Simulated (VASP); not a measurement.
# Ru in VASP: a series of runs

The runs below take Ru through single point, with PBEsol.

All numbers are computed with VASP 6.6.1; they aren't measurements. Logs are shortened: lines on timing, memory, paths and dates and some standing lists are left out, and cuts for length are marked.

## 1. The cell of the first run

The cell holds a slab with vacuum, 5 atoms: a = 2.690 Å, b = 2.690 Å, c = 24.500 Å, α = 90.00°, β = 90.00°, γ = 120.00°.

## 2. Single point, PBEsol

Input file INCAR:

```
PREC = Accurate ; ENCUT = 520
EDIFF = 1E-7 ; ISMEAR = -1
SIGMA = 0.05 ; LREAL = F
LASPH = T ; NELM = 60
ALGO = Normal ; ISIF = 2
LWAVE = F ; LCHARG = F
LDIPOL = T ; IDIPOL = 3
DIPOL = 0.5 0.5 0.500 ; GGA = PS
NBANDS = 43
```

Input file KPOINTS:

```
regular mesh
0
Gamma
  15 15 1
```

Input file POSCAR:

```
Ru
1.0
    2.6902492208      0.0000000000      0.0000000000
   -1.3451246104      2.3298241677      0.0000000000
    0.0000000000      0.0000000000     24.4996000000
Ru
5
Direct
    0.0000000000      0.0000000000      0.3290055841
    0.3333333333      0.6666666667      0.4126383115
    0.0000000000      0.0000000000      0.4999999992
    0.3333333333      0.6666666667      0.5873616884
    0.0000000000      0.0000000000      0.6709944164
```

Potentials or basis: VASP PAW PBE potentials, release 64 (Ru_pv).

Started as:

```sh
> cat potpaw_PBE.64/Ru_pv/POTCAR > POTCAR
> mpirun -np 1 vasp_std > vasp.out
```

OUTCAR:

```text
PREC = Accurate
   ENCUT = 520
   EDIFF = 1E-7
   ISMEAR = -1
   LREAL = F
   LASPH = T
   NELM = 60
   ISIF = 2
   GGA = PS

 ion  position               nearest neighbor table
   1  0.000  0.000  0.329-   2 2.57   2 2.57   2 2.57
   2  0.333  0.667  0.413-   1 2.57   1 2.57   1 2.57   3 2.64   3 2.64   3 2.64
   3  0.000  0.000  0.500-   2 2.64   2 2.64   2 2.64   4 2.64   4 2.64   4 2.64
   4  0.333  0.667  0.587-   5 2.57   5 2.57   5 2.57   3 2.64   3 2.64   3 2.64
   5  0.000  0.000  0.671-   4 2.57   4 2.57   4 2.57

  LATTYP: Found a hexagonal cell.
 ALAT       =     2.6902492208
 C/A-ratio  =     9.1068142723

  Lattice vectors:

 A1 = (   2.6902492208,   0.0000000000,   0.0000000000)
 A2 = (  -1.3451246104,   2.3298241677,   0.0000000000)
 A3 = (   0.0000000000,   0.0000000000,  24.4996000000)

Analysis of symmetry for initial positions (statically):
=====================================================================
 Subroutine PRICEL returns:
 Original cell was already a primitive cell.

 Routine SETGRP: Setting up the symmetry group for a
 hexagonal supercell.

 Subroutine GETGRP returns: Found 12 space group operations
 (whereof 12 operations were pure point group operations)
 out of a pool of 24 trial point group operations.

The static configuration has the point symmetry D_3h.

Analysis of symmetry for dynamics (positions and initial velocities):
=====================================================================
 Subroutine PRICEL returns:
 Original cell was already a primitive cell.

 Routine SETGRP: Setting up the symmetry group for a
 hexagonal supercell.

 Subroutine GETGRP returns: Found 12 space group operations
 (whereof 12 operations were pure point group operations)
 out of a pool of 24 trial point group operations.

The dynamic configuration has the point symmetry D_3h.

 Subroutine INISYM returns: Found 12 space group operations
 (whereof 12 operations are pure point group operations),
 and found     1 'primitive' translations

----------------------------------------------------------------------------------------

                                     Primitive cell

  volume of cell :     153.5588

  direct lattice vectors                    reciprocal lattice vectors
     2.690249221  0.000000000  0.000000000     0.371712774  0.214608470  0.000000000
    -1.345124610  2.329824168  0.000000000     0.000000000  0.429216940  0.000000000
     0.000000000  0.000000000 24.499600000     0.000000000  0.000000000  0.040816993

  length of vectors
     2.690249221  2.690249221 24.499600000     0.429216940  0.429216940  0.040816993

  position of ions in fractional coordinates (direct lattice)
     0.000000000  0.000000000  0.329005584
     0.333333333  0.666666667  0.412638311
     0.000000000  0.000000000  0.499999999
     0.333333333  0.666666667  0.587361688
     0.000000000  0.000000000  0.670994416

  ion indices of the primitive-cell ions
   primitive index   ion index
                 1           1
                 2           2
                 3           3
                 4           4
                 5           5

----------------------------------------------------------------------------------------

 KPOINTS: regular mesh

Automatic generation of k-mesh.
 Grid dimensions read from file:
 generate k-points for:   15   15    1

 Generating k-lattice:

  Cartesian coordinates                     Fractional coordinates (reciprocal lattice)
     0.024780852  0.014307231  0.000000000     0.066666667  0.000000000  0.000000000
     0.000000000  0.028614463  0.000000000     0.000000000  0.066666667  0.000000000
     0.000000000  0.000000000  0.040816993     0.000000000  0.000000000  1.000000000

  Length of vectors
     0.028614463  0.028614463  0.040816993

  Shift w.r.t. Gamma in fractional coordinates (k-lattice)
     0.000000000  0.000000000  0.000000000

 Subroutine IBZKPT returns following result:
 ===========================================

 Found     27 irreducible k-points:

 Following reciprocal coordinates:
            Coordinates               Weight
  0.000000  0.000000  0.000000      1.000000
  0.066667  0.000000  0.000000      6.000000
  0.133333  0.000000  0.000000      6.000000
  0.200000 -0.000000  0.000000      6.000000
  0.266667  0.000000  0.000000      6.000000
  0.333333  0.000000  0.000000      6.000000
[... 16 lines left out ...]
  0.333333  0.200000  0.000000     12.000000
  0.400000  0.200000  0.000000      6.000000
 [... further k-points ...]
   k-points           NKPTS =     27   k-points in BZ     NKDIM =     27   number of bands    NBANDS=     43
   number of dos      NEDOS =    301   number of ions     NIONS =      5
   total plane-waves  NPLWV =  76800
   dimension x,y,z NGX =    20 NGY =   20 NGZ =  192
   dimension x,y,z NGXF=    40 NGYF=   40 NGZF=  384
   ions per type =               5
   NGX,Y,Z   is equivalent  to a cutoff of  12.36, 12.36, 13.03 a.u.
   NGXF,Y,Z  is equivalent  to a cutoff of  24.72, 24.72, 26.06 a.u.
 SYSTEM =  unknown system
   PREC   = accura    normal or accurate (medium, high low for compatibility)
   ISTART =      0    job   : 0-new  1-cont  2-samecut
   ICHARG =      2    charge: 1-file 2-atom 10-const
   ISPIN  =      1    spin polarized calculation?
   LNONCOLLINEAR =      F non collinear calculations
   LSORBIT =      F    spin-orbit coupling
   LASPH  =      T    aspherical Exc in radial PAW
   ENCUT  =  520.0 eV  38.22 Ry    6.18 a.u.   5.00  5.00 45.55*2*pi/ulx,y,z
   NELM   =     60;   NELMIN=  2; NELMDL= -5     # of ELM steps
   EDIFF  = 0.1E-06   stopping-criterion for ELM
   LREAL  =      F    real-space projection
   EDIFFG = 0.1E-05   stopping-criterion for IOM
   NSW    =      0    number of steps for IOM
   IBRION =     -1    ionic relax: 0-MD 1-quasi-New 2-CG
   NFREE  =      0    steps in history (QN), initial steepest desc. (CG)
   ISIF   =      2    stress and relaxation
   ISYM   =      2    0-nonsym 1-usesym 2-fastsym
   POTIM  = 0.5000    time-step for ionic-motion
   TEBEG  =    0.0;   TEEND  =   0.0 temperature during run
   PSTRESS=    0.0 pullay stress
   NELECT =      70.0000    total number of electrons
   NUPDOWN=      -1.0000    fix difference up-down
   EMIN   =  10.00;   EMAX   =-10.00  energy-range for DOS
   EFERMI =   0.00;   METHOD = LEGACY
   ISMEAR =    -1;   SIGMA  =   0.05  broadening in eV -4-tet -1-fermi 0-gaus
   EFERMI_NEDOS =   21; number of points for ismear=-14 and -15
   IALGO  =     38    algorithm
   IMIX   =      4    mixing-type and parameters
     AMIX     =   0.40;   BMIX     =  1.00
     AMIX_MAG =   1.60;   BMIX_MAG =  1.00
  volume/ion in A,a.u.               =      30.71       207.25
  Fermi-wavevector in a.u.,A,eV,Ry     =   1.259938  2.380938 21.598495  1.587445
  Thomas-Fermi vector in A             =   2.393473
   LORBIT       =      0    0 simple, 1 ext, 2 COOP (PROOUT), +10 PAW based schemes
   GGA     = PS    functional components
   LHFCALC =     F    Hartree Fock is set to
   AEXX    =    0.0000 exact exchange contribution
   IVDW    =     0    specifies the selected vdW correction
   LEPSILON=     F    determine dielectric tensor
   LRPA    =     F    only Hartree local field effects (RPA)
 non-spin polarized calculation
  energy-cutoff  :      520.00
  volume of cell :      153.56
 maximum number of plane-waves:      4193
 NGX is ok and might be reduce to    20
   NGX =  9   NGY =  9   NGZ = 91

 number of electron      69.9999987 magnetization

 dipolmoment           0.000000      0.000000      0.000000 electrons x Angstroem

 Free energy of the ion-electron system (eV)
  ---------------------------------------------------
  ext. energy  EPLUGINS =         0.00000000
  ---------------------------------------------------
  free energy    TOTEN  =       -48.49007899 eV

  energy without entropy =      -48.44336788  energy(sigma->0) =      -48.46672344

 E-fermi :   2.8605     XC(G=0):  -7.0456

 val. band max:        2.8562334528   @ k =   0.2667   0.2000   0.0000
 cond. band min:       2.8656738142   @ k =   0.2667   0.1333   0.0000
 fundamental gap:      0.0094403614
 Fermi energy:         2.8604628137

 k-point     1 :       0.0000    0.0000    0.0000
  band No.  band energies     occupation
      1     -40.8501      2.00000
      2     -40.6276      2.00000
      3     -40.1182      2.00000
      4     -39.9548      2.00000
      5     -39.9548      2.00000
      6     -39.9357      2.00000
[... 35 lines left out ...]
     42       4.0070      0.00000
     43       4.0372      0.00000

 k-point     2 :       0.0667    0.0000    0.0000
  band No.  band energies     occupation
      1     -40.8364      2.00000
      2     -40.6215      2.00000
      3     -40.1405      2.00000
      4     -39.9939      2.00000
      5     -39.9649      2.00000
      6     -39.9451      2.00000
[... 35 lines left out ...]
     42       3.6981      0.00000
     43       4.0244      0.00000

 k-point     3 :       0.1333    0.0000    0.0000
  band No.  band energies     occupation
      1     -40.7973      2.00000
      2     -40.6064      2.00000
      3     -40.2168      2.00000
      4     -40.0991      2.00000
      5     -39.9933      2.00000
      6     -39.9694      2.00000
[... 35 lines left out ...]
     42       4.0606      0.00000
     43       4.2163      0.00000

 k-point     4 :       0.2000   -0.0000    0.0000
  band No.  band energies     occupation
      1     -40.7388      2.00000
      2     -40.5934      2.00000
      3     -40.3439      2.00000
      4     -40.2463      2.00000
      5     -40.0345      2.00000
      6     -40.0279      2.00000
[... 863 lines left out ...]
     42       6.4693      0.00000
     43       6.9859      0.00000

 k-point    23 :       0.3333    0.2000    0.0000
  band No.  band energies     occupation
      1     -40.7385      2.00000
      2     -40.6956      2.00000
      3     -40.6257      2.00000
      4     -40.4803      2.00000
      5     -40.3894      2.00000
      6     -40.3379      2.00000
[... 35 lines left out ...]
     42       7.8248      0.00000
     43       8.4509      0.00000

 k-point    24 :       0.4000    0.2000    0.0000
  band No.  band energies     occupation
      1     -40.7532      2.00000
      2     -40.7136      2.00000
      3     -40.6302      2.00000
      4     -40.4663      2.00000
      5     -40.4057      2.00000
      6     -40.3623      2.00000
[... 35 lines left out ...]
     42       8.7366      0.00000
     43       9.3100      0.00000

 [... further k-points ...]

------------------------ aborting loop because EDIFF is reached ----------------------------------------

 vacuum level on the upper side and lower side of the slab       (xc-potential included)        -0.089        -0.089

  FORCE on cell =-STRESS in cart. coord.  units (eV):
  Direction    XX          YY          ZZ          XY          YZ          ZX
  --------------------------------------------------------------------------------------
  -------------------------------------------------------------------------------------
  Total       -3.2949901     -3.2949901      0.0387311     -0.0000000      0.0000000      0.0000000
  in kB      -34.3787471    -34.3787471      0.4041066     -0.0000000      0.0000000      0.0000000
  external PRESSURE =     -22.7844625 kB  Pullay stress =       0.0000000 kB

 VOLUME and BASIS-vectors are now :
 -----------------------------------------------------------------------------
  energy-cutoff  :      520.00
  volume of cell :      153.56
      direct lattice vectors                 reciprocal lattice vectors
     2.690249221  0.000000000  0.000000000     0.371712774  0.214608470  0.000000000
    -1.345124610  2.329824168  0.000000000     0.000000000  0.429216940  0.000000000
     0.000000000  0.000000000 24.499600000     0.000000000  0.000000000  0.040816993

 POSITION                                       TOTAL-FORCE (eV/Angst)
 -----------------------------------------------------------------------------------
      0.00000      0.00000      8.06051        -0.000000      0.000000     -0.014715
     -0.00000      1.55322     10.10947         0.000000     -0.000000      0.004042
      0.00000      0.00000     12.24980         0.000000      0.000000      0.000000
     -0.00000      1.55322     14.39013         0.000000      0.000000     -0.004042
      0.00000      0.00000     16.43909        -0.000000      0.000000      0.014715
 -----------------------------------------------------------------------------------
    total drift:                                0.000001     -0.000000      0.000025

  FREE ENERGIE OF THE ION-ELECTRON SYSTEM (eV)
  ---------------------------------------------------
  free  energy   TOTEN  =       -48.4900789919 eV

  energy  without entropy=      -48.4433678837  energy(sigma->0) =      -48.46672344

 vacuum level on the upper side and lower side of the slab         7.885         7.885
```

Wall time 3.6 min (1 thread of Intel Xeon 6975P-C (Granite Rapids), shared host); peak memory 0.32 GiB.

What came out:

* Free energy: -48.4901 eV
* Largest force: 0.015 eV/Å
* Band gap on the k mesh: zero (band 35 reaches 4.24 eV, above the bottom of band 36 at 1.74 eV)

Forces on the atoms (eV/Å):
```
Ru   0.000  0.000 -0.015
Ru   0.000  0.000  0.004
Ru   0.000  0.000  0.000
Ru   0.000  0.000 -0.004
Ru   0.000  0.000  0.015
```

Levels at points of the mesh, in eV from the Fermi level:
| k point | band 31 | band 32 | band 33 | band 34 | band 35 | band 36 | band 37 | band 38 |
| --- | --- | --- | --- | --- | --- | --- | --- | --- |
| (0.00, 0.00, 0.00) | -2.31 | -2.05 | -2.05 | -1.37 | -1.06 | -1.06 | -0.29 | -0.29 |

Caveat: the PAW data sets were made with another functional, which shifts forces and pressure a little.

## 3. Single point, PBEsol

Input file INCAR:

```
ALGO     = Normal         # electronic algorithm
EDIFF    = 1E-7           # SCF threshold, eV
ENCUT    = 520            # plane-wave cutoff, eV
GGA      = PS             # functional
ISIF     = 2              # what is computed and relaxed
ISMEAR   = -1             # smearing method
LASPH    = T              # aspherical terms in the spheres
LCHARG   = F              # write CHGCAR
LREAL    = F              # projectors in reciprocal space
LWAVE    = F              # write WAVECAR
NBANDS   = 43             # bands
NELM     = 60             # most SCF steps
PREC     = Accurate       # precision mode
SIGMA    = 0.05           # smearing width, eV
```

Input file KPOINTS:

```
k-points
0
Gamma
  15 15 1
```

POSCAR is that of step 2.

Potentials or basis: VASP PAW PBE potentials, release 64 (Ru_pv).

Started as:

```sh
> cat potpaw_PBE.64/Ru_pv/POTCAR > POTCAR
> mpirun -np 1 vasp_std > vasp.out
```

It took 4 min on 1 thread of Intel Xeon 6975P-C (Granite Rapids), shared host; peak memory 0.32 GiB.

The run converged. Its results:

```
Free energy            : -48.4901 eV
Largest force          : 0.015 eV/Å
Band gap on the k mesh : zero (band 35 reaches 4.24 eV, above the bottom of band 36 at 1.74 eV)
```

Forces on the atoms (eV/Å):
```
Ru   0.000  0.000 -0.015
Ru   0.000  0.000  0.004
Ru   0.000  0.000  0.000
Ru   0.000  0.000 -0.004
Ru   0.000  0.000  0.015
```

Levels at points of the mesh, in eV from the Fermi level:
```csv
k point,band 31,band 32,band 33,band 34,band 35,band 36,band 37,band 38
"(0.00, 0.00, 0.00)",-2.31,-2.05,-2.05,-1.37,-1.06,-1.06,-0.29,-0.29
```

Caveat: the PAW data sets were made with another functional, which shifts forces and pressure a little.
